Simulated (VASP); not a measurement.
# HfN (Immm) in VASP: a series of runs, part 2 of 2

VASP 6.6.1. Earlier steps stand in the parts before.

### 4 Single point, PBE (strain +0.0450 x Voigt [0, 0, 0, 1, 0, 0])

INCAR reads:

```
SYSTEM = HfN
PREC     = Accurate       ! precision mode
ENCUT    = 520            ! plane-wave cutoff, eV
EDIFF    = 1E-6           ! SCF threshold, eV
ISMEAR   = 0              ! smearing method
SIGMA    = 0.15           ! smearing width, eV
LREAL    = .False.        ! projectors in reciprocal space
LASPH    = .True.         ! aspherical terms in the spheres
NELM     = 100            ! most SCF steps
ALGO     = Normal         ! electronic algorithm
ISIF     = 2              ! what is computed and relaxed
LWAVE    = .False.        ! write WAVECAR
LCHARG   = .False.        ! write CHGCAR
GGA      = PE             ! functional
NBANDS   = 14             ! bands
```

KPOINTS reads:

```
Automatic mesh
0
Gamma
  18 18 18
  0 0 0
```

POSCAR reads:

```
HfN
1.0
    0.0000000000      2.3098275000      2.3098275000
    2.2590000000      0.0508275000      2.2590000000
    2.2590000000      2.2590000000      0.0508275000
Hf N
1 1
Direct
    0.0000000000      0.0000000000      0.0000000000
    0.5000000000      0.5000000000      0.5000000000
```

Potentials or basis: VASP PAW PBE potentials, release 64 (Hf_pv, N).

Started as:

```console
$ cat potpaw_PBE.64/Hf_pv/POTCAR potpaw_PBE.64/N/POTCAR > POTCAR
$ mpirun -np 1 vasp_std > vasp.out
```

OUTCAR:

```text
SYSTEM = HfN
   PREC = Accurate
   ENCUT = 520
   EDIFF = 1E-6
   ISMEAR = 0
   LREAL = .False.
   LASPH = .True.
   NELM = 100
   ISIF = 2
   GGA = PE

 ion  position               nearest neighbor table
   1  0.000  0.000  0.000-   2 2.26   2 2.26   2 2.26   2 2.26   2 2.26   2 2.26
   2  0.500  0.500  0.500-   1 2.26   1 2.26   1 2.26   1 2.26   1 2.26   1 2.26

  LATTYP: Found a body centered orthorhombic cell.
 ALAT       =     3.1228274976
 B/A-ratio  =     1.0460358056
 C/A-ratio  =     1.4467657927

  Lattice vectors:

 A1 = (  -2.2590000000,   2.2590000000,   0.0508275000)
 A2 = (  -2.2590000000,  -2.2590000000,  -0.0508275000)
 A3 = (   2.2590000000,   0.0508275000,   2.2590000000)

Analysis of symmetry for initial positions (statically):
=====================================================================
 Subroutine PRICEL returns:
 Original cell was already a primitive cell.

 Routine SETGRP: Setting up the symmetry group for a
 body centered orthorhombic supercell.

 Subroutine GETGRP returns: Found  8 space group operations
 (whereof  8 operations were pure point group operations)
 out of a pool of  8 trial point group operations.

[... 178 lines left out ...]
      8       7.6985      2.00000
      9       7.9469      1.99994
     10       8.4046      0.77394
     11      10.2462      0.00000
     12      10.3857      0.00000
     13      10.3994      0.00000
     14      17.9755      0.00000
[... 377 lines left out ...]
      1     -23.3982      2.00000
      2     -22.8324      2.00000
      3     -22.7969      2.00000
      4      -7.5048      2.00000
      5       1.1365      2.00000
      6       2.8662      2.00000
      7       3.3646      2.00000
      8       9.2348      0.00000
      9       9.8486      0.00000
     10      11.0416      0.00000
     11      13.1052      0.00000
     12      14.3696      0.00000
     13      15.1135      0.00000
     14      20.5803      0.00000

 [... further k-points ...]

------------------------ aborting loop because EDIFF is reached ----------------------------------------

  FORCE on cell =-STRESS in cart. coord.  units (eV):
  Direction    XX          YY          ZZ          XY          YZ          ZX
  --------------------------------------------------------------------------------------
  -------------------------------------------------------------------------------------
  Total        0.4302576      0.4802942      0.4802942      0.0000000     -0.7926902      0.0000000
  in kB       29.9144050     33.3932869     33.3932869      0.0000000    -55.1131573      0.0000000
  external PRESSURE =      32.2336596 kB  Pullay stress =       0.0000000 kB

 VOLUME and BASIS-vectors are now :
 -----------------------------------------------------------------------------
  energy-cutoff  :      520.00
  volume of cell :       23.04
      direct lattice vectors                 reciprocal lattice vectors
     0.000000000  2.309827500  2.309827500    -0.221336875  0.216466381  0.216466381
     2.259000000  0.050827500  2.259000000     0.221336875 -0.226431585  0.226431585
     2.259000000  2.259000000  0.050827500     0.221336875  0.226431585 -0.226431585

 POSITION                                       TOTAL-FORCE (eV/Angst)
 -----------------------------------------------------------------------------------
      0.00000      0.00000      0.00000         0.000000     -0.000000      0.000000
      2.25900      2.30983      2.30983         0.000000      0.000000     -0.000000
 -----------------------------------------------------------------------------------
    total drift:                                0.000000     -0.000000     -0.000000

  FREE ENERGIE OF THE ION-ELECTRON SYSTEM (eV)
  ---------------------------------------------------
  free  energy   TOTEN  =       -21.7396719240 eV

  energy  without entropy=      -21.7325832256  energy(sigma->0) =      -21.73612757
```

stdout:

```text
POSCAR found type information on POSCAR HfN
 POSCAR found :  2 types and       2 ions
 scaLAPACK will be used
 LDA part: xc-table for (Slater+PW92), standard interpolation
 POSCAR, INCAR and KPOINTS ok, starting setup
 FFT: planning ... GRIDC
 FFT: planning ... GRID_SOFT
 FFT: planning ... GRID
 WAVECAR not read
 entering main loop
```

Wall time 2.9 min (1 thread of Intel Xeon Platinum 8375C at 2.90GHz (Ice Lake), shared host); peak memory 0.39 GiB.

Results:

| Quantity | Value |
| --- | --- |
| Free energy | -21.7397 eV |
| Pressure | 3.2 GPa |
| Band gap on the k mesh | zero (an odd number of electrons rules out a gap without spin polarisation) |

Caveat: the cell differs from its parent crystal (strain +0.0450 x Voigt [0, 0, 0, 1, 0, 0]); the cell stands under pressure; spin-orbit coupling is left out, which moves the levels of the heavy elements.

### 5 Single point, PBE (strain -0.0300 x Voigt [0, 0, 0, 1, 0, 0])

INCAR reads:

```
SYSTEM = HfN
PREC = Accurate
ENCUT = 520
EDIFF = 1E-7
ISMEAR = 0
SIGMA = 0.15
LREAL = .FALSE.
LASPH = .TRUE.
NELM = 60
ALGO = Normal
ISIF = 2
LWAVE = .FALSE.
LCHARG = .FALSE.
GGA = PE
NBANDS = 14
```

KPOINTS reads:

```
regular mesh
0
G
  18 18 18
  0 0 0
```

POSCAR reads:

```
HfN
1.0
    0.0000000000      2.2251150000      2.2251150000
    2.2590000000     -0.0338850000      2.2590000000
    2.2590000000      2.2590000000     -0.0338850000
Hf N
1 1
Direct
    0.0000000000      0.0000000000      0.0000000000
    0.5000000000      0.5000000000      0.5000000000
```

Started as:

```console
$ cat potpaw_PBE.64/Hf_pv/POTCAR potpaw_PBE.64/N/POTCAR > POTCAR
$ mpirun -np 1 vasp_std > vasp.out
```

Wall time 3.8 min (1 thread of Intel Xeon Platinum 8375C at 2.90GHz (Ice Lake), shared host); peak memory 0.39 GiB.

Results (log left out):

```yaml
Free_energy: -21.7497 eV
Pressure: 3.1 GPa
Band_gap_on_the_k_mesh: zero (an odd number of electrons rules out a gap without spin polarisation)
```

Stress tensor (GPa, compression positive):
```
3.03 0.00 0.00
0.00 3.18 3.64
0.00 3.64 3.18
```

Levels at points of the mesh, in eV from the Fermi level:
```csv
k point,band 4,band 5,band 6,band 7,band 8,band 9,band 10,band 11,band 12,band 13
"(0.00, 0.00, 0.00)",-17.50,-3.09,-3.02,-2.93,-0.57,-0.38,-0.10,1.84,1.99,1.99
"(0.50, 0.00, 0.00)",-14.76,-8.86,-6.36,-6.15,3.24,3.63,4.09,4.40,8.88,8.95
"(0.00, 0.50, 0.00)",-14.80,-8.90,-6.19,-5.98,3.04,3.63,3.81,4.49,8.73,8.80
"(0.50, 0.50, 0.00)",-16.40,-5.41,-3.80,-3.68,-3.68,4.08,5.40,5.53,5.71,8.06
"(0.00, 0.50, 0.50)",-16.41,-5.40,-3.80,-3.79,-3.57,4.12,5.53,5.55,5.61,8.01
```

Caveat: the cell differs from its parent crystal (strain -0.0300 x Voigt [0, 0, 0, 1, 0, 0]); the cell stands under pressure; spin-orbit coupling is left out, which moves the levels of the heavy elements.

### 6 Single point, PBE (strain +0.0150 x Voigt [0, 0, 0, 1, 0, 0])

INCAR reads:

```
PREC = Accurate
ENCUT = 520
EDIFF = 1E-7
ISMEAR = 0
SIGMA = 0.15
LREAL = False
LASPH = True
NELM = 100
ALGO = Normal
ISIF = 2
LWAVE = False
LCHARG = False
GGA = PE
NBANDS = 14
```

KPOINTS reads:

```
regular mesh
0
Gamma
  18 18 18
```

POSCAR reads:

```
HfN
1.0
    0.0000000000      2.2759425000      2.2759425000
    2.2590000000      0.0169425000      2.2590000000
    2.2590000000      2.2590000000      0.0169425000
Hf N
1 1
Direct
    0.0000000000      0.0000000000      0.0000000000
    0.5000000000      0.5000000000      0.5000000000
```

Potentials or basis: VASP PAW PBE potentials, release 64 (Hf_pv, N).

Started as:

```console
$ cat potpaw_PBE.64/Hf_pv/POTCAR potpaw_PBE.64/N/POTCAR > POTCAR
$ mpirun -np 1 vasp_std > vasp.out
```

OUTCAR:

```text
PREC = Accurate
   ENCUT = 520
   EDIFF = 1E-7
   ISMEAR = 0
   LREAL = False
   LASPH = True
   NELM = 100
   ISIF = 2
   GGA = PE

 ion  position               nearest neighbor table
   1  0.000  0.000  0.000-   2 2.26   2 2.26   2 2.26   2 2.26   2 2.26   2 2.26
   2  0.500  0.500  0.500-   1 2.26   1 2.26   1 2.26   1 2.26   1 2.26   1 2.26

  LATTYP: Found a body centered orthorhombic cell.
 ALAT       =     3.1707481241
 B/A-ratio  =     1.0151133501
 C/A-ratio  =     1.4249003147

  Lattice vectors:

 A1 = (  -2.2590000000,   2.2590000000,   0.0169425000)
 A2 = (  -2.2590000000,  -2.2590000000,  -0.0169425000)
 A3 = (   2.2590000000,   0.0169425000,   2.2590000000)

Analysis of symmetry for initial positions (statically):
=====================================================================
 Subroutine PRICEL returns:
 Original cell was already a primitive cell.

 Routine SETGRP: Setting up the symmetry group for a
 body centered orthorhombic supercell.

 Subroutine GETGRP returns: Found  8 space group operations
 (whereof  8 operations were pure point group operations)
 out of a pool of  8 trial point group operations.

[... 176 lines left out ...]
      6       5.3563      2.00000
      7       5.3983      2.00000
      8       7.9227      1.99998
      9       8.0283      1.99907
     10       8.1579      1.96339
     11      10.1904      0.00000
     12      10.3578      0.00000
     13      10.3578      0.00000
     14      17.9525      0.00000
[... 377 lines left out ...]
      1     -23.4005      2.00000
      2     -22.8491      2.00000
      3     -22.8082      2.00000
      4      -7.4971      2.00000
      5       1.1709      2.00000
      6       2.8576      2.00000
      7       3.2188      2.00000
      8       9.2239      0.00000
      9       9.9454      0.00000
     10      10.9293      0.00000
     11      13.1535      0.00000
     12      14.3999      0.00000
     13      15.1364      0.00000
     14      20.5829      0.00000

 [... further k-points ...]

------------------------ aborting loop because EDIFF is reached ----------------------------------------

  FORCE on cell =-STRESS in cart. coord.  units (eV):
  Direction    XX          YY          ZZ          XY          YZ          ZX
  --------------------------------------------------------------------------------------
  -------------------------------------------------------------------------------------
  Total        0.4371539      0.4429193      0.4429193     -0.0000000     -0.2600723      0.0000000
  in kB       30.3802063     30.7808755     30.7808755     -0.0000000    -18.0738409      0.0000000
  external PRESSURE =      30.6473191 kB  Pullay stress =       0.0000000 kB

 VOLUME and BASIS-vectors are now :
 -----------------------------------------------------------------------------
  energy-cutoff  :      520.00
  volume of cell :       23.05
      direct lattice vectors                 reciprocal lattice vectors
     0.000000000  2.275942500  2.275942500    -0.221336875  0.219689206  0.219689206
     2.259000000  0.016942500  2.259000000     0.221336875 -0.223009446  0.223009446
     2.259000000  2.259000000  0.016942500     0.221336875  0.223009446 -0.223009446

 POSITION                                       TOTAL-FORCE (eV/Angst)
 -----------------------------------------------------------------------------------
      0.00000      0.00000      0.00000         0.000000      0.000000     -0.000000
      2.25900      2.27594      2.27594         0.000000     -0.000000      0.000000
 -----------------------------------------------------------------------------------
    total drift:                                0.000000     -0.000000     -0.000000

  FREE ENERGIE OF THE ION-ELECTRON SYSTEM (eV)
  ---------------------------------------------------
  free  energy   TOTEN  =       -21.7556144904 eV

  energy  without entropy=      -21.7483549593  energy(sigma->0) =      -21.75198472
```

stdout:

```text
POSCAR found type information on POSCAR HfN
 POSCAR found :  2 types and       2 ions
 scaLAPACK will be used
 LDA part: xc-table for (Slater+PW92), standard interpolation
 POSCAR, INCAR and KPOINTS ok, starting setup
 FFT: planning ... GRIDC
 FFT: planning ... GRID_SOFT
 FFT: planning ... GRID
 WAVECAR not read
 entering main loop
```

It took 3.4 min on 1 thread of Intel Xeon Platinum 8375C at 2.90GHz (Ice Lake), shared host; peak memory 0.39 GiB.

What came out:

| Item | Value |
| --- | --- |
| Free energy | -21.7556 eV |
| Pressure | 3.1 GPa |
| Band gap on the k mesh | zero (an odd number of electrons rules out a gap without spin polarisation) |

Levels at points of the mesh, in eV from the Fermi level:
```
           k point  band 6  band 7  band 8  band 9  band 10  band 11
(0.00, 0.00, 0.00)   -3.02   -2.98   -0.46   -0.35    -0.22     1.81
(0.50, 0.00, 0.00)   -6.19   -6.08    3.20    3.63     3.76     4.46
(0.00, 0.50, 0.00)   -6.27   -6.17    3.28    3.67     3.88     4.41
(0.50, 0.50, 0.00)   -3.80   -3.69   -3.69    4.10     5.48     5.53
(0.00, 0.50, 0.50)   -3.80   -3.74   -3.63    4.11     5.53     5.54
```

Caveat: the cell differs from its parent crystal (strain +0.0150 x Voigt [0, 0, 0, 1, 0, 0]); the cell stands under pressure; spin-orbit coupling is left out, which moves the levels of the heavy elements.

### 7 Overview

| cell | gap on the mesh (eV) | pressure (GPa) |
| --- | --- | --- |
| a = 3.099, b = 3.195, c = 3.195 Å, angles 62.0, 61.0, 61.0°, 2 atoms | none | 3.4 |
| a = 3.279, b = 3.195, c = 3.195 Å, angles 58.3, 59.1, 59.1°, 2 atoms | none | 3.3 |
| a = 3.267, b = 3.195, c = 3.195 Å, angles 58.5, 59.3, 59.3°, 2 atoms | none | 3.2 |
| a = 3.147, b = 3.195, c = 3.195 Å, angles 61.0, 60.5, 60.5°, 2 atoms | none | 3.1 |
| a = 3.219, b = 3.195, c = 3.195 Å, angles 59.5, 59.8, 59.8°, 2 atoms | none | 3.1 |

Alike in all rows: task single point; level PBE; potentials or basis VASP PAW PBE potentials, release 64 (Hf_pv, N); no spin polarisation; k mesh 18 × 18 × 18; cutoff (eV) 520; smearing gaussian 0.15 eV.

Caveats: the cell stands under pressure; spin-orbit coupling is left out, which moves the levels of the heavy elements.

Total energies depend on the potentials used, so only differences within one code and one set of settings carry meaning.
